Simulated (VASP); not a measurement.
# Ir (Im-3m) in VASP: further runs, part 2 of 2

VASP 6.6.1. Earlier steps stand in the parts before.

## 4. Single point, BLYP (volume scaled by 1.12)

Contents of INCAR:

```
PREC = Accurate
ENCUT = 520
EDIFF = 1E-7
ISMEAR = -1
SIGMA = 0.1
LREAL = False
LASPH = True
NELM = 80
ALGO = Normal
ISIF = 2
LWAVE = False
LCHARG = False
GGA = B5
ALDAX = 1.0
AGGAX = 1.0
AGGAC = 1.0
ALDAC = 0.0
NBANDS = 10
```

Contents of KPOINTS:

```
regular mesh
0
Gamma
  16 16 16
```

Contents of POSCAR:

```
Ir
1.0
   -1.6442558789      1.6442558789      1.6442558789
    1.6442558789     -1.6442558789      1.6442558789
    1.6442558789      1.6442558789     -1.6442558789
Ir
1
Direct
    0.0000000000      0.0000000000      0.0000000000
```

The run is started by

```console
$ cat potpaw_PBE.64/Ir/POTCAR > POTCAR
$ mpirun -np 1 vasp_std > vasp.out
```

Run time: 44 s. Hardware: 1 thread of Intel Xeon 8259CL, shared host; peak memory 0.16 GiB.

It converged, with:

* Free energy: -6.8066 eV
* Pressure: -20.2 GPa

Levels at points of the mesh, in eV from the Fermi level:
```tsv
k point	band 2	band 3	band 4	band 5	band 6	band 7
(0.00, 0.00, 0.00)	-2.64	-2.64	-2.64	-0.35	-0.35	17.04
(0.50, 0.00, 0.00)	-3.95	-0.53	-0.05	0.66	1.60	6.04
(0.50, 0.50, 0.50)	-5.03	1.11	1.11	1.11	7.45	7.45
```

Caveat: the cell differs from its parent crystal (volume scaled by 1.12); the PAW data sets were made with another functional, which shifts forces and pressure a little; spin-orbit coupling is left out, which moves the levels of the heavy elements.

## 5. Relaxation of cell and atoms, BLYP

This run uses another cell than the first one, of 14.15 Å³/atom, 0.857 times its volume.

Contents of INCAR:

```
AGGAC = 1.0 ; AGGAX = 1.0
ALDAC = 0.0 ; ALDAX = 1.0
ALGO = Normal ; EDIFF = 1E-6
EDIFFG = -0.01 ; ENCUT = 600
GGA = B5 ; IBRION = 2
ISIF = 3 ; ISMEAR = -1
LASPH = T ; LCHARG = F
LREAL = F ; LWAVE = F
NELM = 80 ; NSW = 80
PREC = Accurate ; SIGMA = 0.1
```

Contents of KPOINTS:

```
k-points
0
Gamma
  14 14 14
```

Contents of POSCAR:

```
Ir
1.0
   -1.5236668997      1.5236668997      1.5236668997
    1.5236668997     -1.5236668997      1.5236668997
    1.5236668997      1.5236668997     -1.5236668997
Ir
1
Direct
    0.0000000000      0.0000000000      0.0000000000
```

Potentials or basis: VASP PAW PBE potentials, release 64 (Ir).

The run is started by

```console
$ cat potpaw_PBE.64/Ir/POTCAR > POTCAR
$ mpirun -np 1 vasp_std > vasp.out
```

OUTCAR:

```text
EDIFF = 1E-6
   EDIFFG = -0.01
   ENCUT = 600
   GGA = B5
   IBRION = 2
   ISIF = 3
   ISMEAR = -1
   LASPH = T
   LREAL = F
   NELM = 80
   NSW = 80
   PREC = Accurate

 ion  position               nearest neighbor table
   1  0.000  0.000  0.000-

  LATTYP: Found a body centered cubic cell.
 ALAT       =     3.0473337994

  Lattice vectors:

 A1 = (  -1.5236668997,   1.5236668997,   1.5236668997)
 A2 = (   1.5236668997,  -1.5236668997,   1.5236668997)
 A3 = (   1.5236668997,   1.5236668997,  -1.5236668997)

Analysis of symmetry for initial positions (statically):
=====================================================================
 Subroutine PRICEL returns:
 Original cell was already a primitive cell.

 Routine SETGRP: Setting up the symmetry group for a
 body centered cubic supercell.
[... 157 lines left out ...]

 number of electron       9.0000000 magnetization

 Free energy of the ion-electron system (eV)
  ---------------------------------------------------
  ext. energy  EPLUGINS =         0.00000000
  ---------------------------------------------------
  free energy    TOTEN  =        -6.71383650 eV

  energy without entropy =       -6.64747072  energy(sigma->0) =       -6.68065361

 E-fermi :  10.7408     XC(G=0): -13.2588

 val. band max:       10.7368946906   @ k =   0.2857   0.1429  -0.0000
 cond. band min:      10.7503979403   @ k =   0.2857   0.2143   0.0714
 fundamental gap:      0.0135032497
 Fermi energy:        10.7407875043
[... 676 lines left out ...]
--------------------------------------- Ionic step        5  -------------------------------------------

 number of electron       9.0000001 magnetization

 Free energy of the ion-electron system (eV)
  ---------------------------------------------------
  ext. energy  EPLUGINS =         0.00000000
  ---------------------------------------------------
  free energy    TOTEN  =        -6.93328036 eV

  energy without entropy =       -6.85595106  energy(sigma->0) =       -6.89461571

 E-fermi :   8.7596     XC(G=0): -12.5563

 val. band max:        8.7574674097   @ k =   0.2857   0.2143   0.1429
 cond. band min:       8.7750308587   @ k =   0.3571   0.0714  -0.0000
 fundamental gap:      0.0175634490
 Fermi energy:         8.7595671387
[... 292 lines left out ...]
  FREE ENERGIE OF THE ION-ELECTRON SYSTEM (eV)
  ---------------------------------------------------
  free  energy   TOTEN  =        -6.9332803551 eV

  energy  without entropy=       -6.8559510565  energy(sigma->0) =       -6.89461571

 reached required accuracy - stopping structural energy minimisation
```

It took 2 min on 1 thread of Intel Xeon 8259CL, shared host; peak memory 0.16 GiB.

Results:

```yaml
Free_energy: -6.9333 eV
Relaxed_volume: 16.00 Å³/atom
Relaxed_cell: a = 2.749 Å, b = 2.749 Å, c = 2.749 Å, α = 109.47°, β = 109.47°, γ = 109.47°
Space_group_after_relaxing_to_0.05_Å: Im-3m (No. 229)
Energy_gained_by_relaxing: 219.4 meV/atom
Ionic_steps: 5
Pressure_after_relaxing: 0.1 GPa
```

Step by step:
| step | energy change (eV) | largest force (eV/Å) | pressure (GPa) | volume (Å³) |
| --- | --- | --- | --- | --- |
| 1 | 0.0000 | 0.0000 | 43.03 | 14.15 |
| 2 | 0.9955 | 0.0000 | -34.21 | 23.44 |
| 3 | -0.2136 | 0.0000 | -5.20 | 16.35 |
| 4 | -0.2192 | 0.0000 | -1.12 | 16.07 |
| 5 | -0.2194 | 0.0000 | 0.06 | 16.00 |

Final structure:
```
Ir
1.0
    -1.58734    1.58734    1.58734
     1.58734   -1.58734    1.58734
     1.58734    1.58734   -1.58734
Ir
1
Direct
  0.00000 0.00000 0.00000
```

Caveat: the PAW data sets were made with another functional, which shifts forces and pressure a little; spin-orbit coupling is left out, which moves the levels of the heavy elements.

## 6. The runs side by side

| task | cell | k mesh | cutoff (eV) | gap on the mesh (eV) | pressure (GPa) |
| --- | --- | --- | --- | --- | --- |
| single point | a = 2.778 Å, angles 109.5°, 1 atom | 16 × 16 × 16 | 520 | none | -7.3 |
| single point | a = 2.814 Å, angles 109.5°, 1 atom | 16 × 16 × 16 | 520 | none | -14.5 |
| single point | a = 2.848 Å, angles 109.5°, 1 atom | 16 × 16 × 16 | 520 | none | -20.2 |
| relaxation of cell and atoms | relaxed from a = 2.639 Å, angles 109.5°, 1 atom | 14 × 14 × 14 | 600 | none | 0.1 |

Alike in all rows: level BLYP; potentials or basis VASP PAW PBE potentials, release 64 (Ir); no spin polarisation; smearing fermi-dirac 0.1 eV.

Caveats: the PAW data sets were made with another functional, which shifts forces and pressure a little; spin-orbit coupling is left out, which moves the levels of the heavy elements.

Total energies depend on the potentials used, so only differences within one code and one set of settings carry meaning.
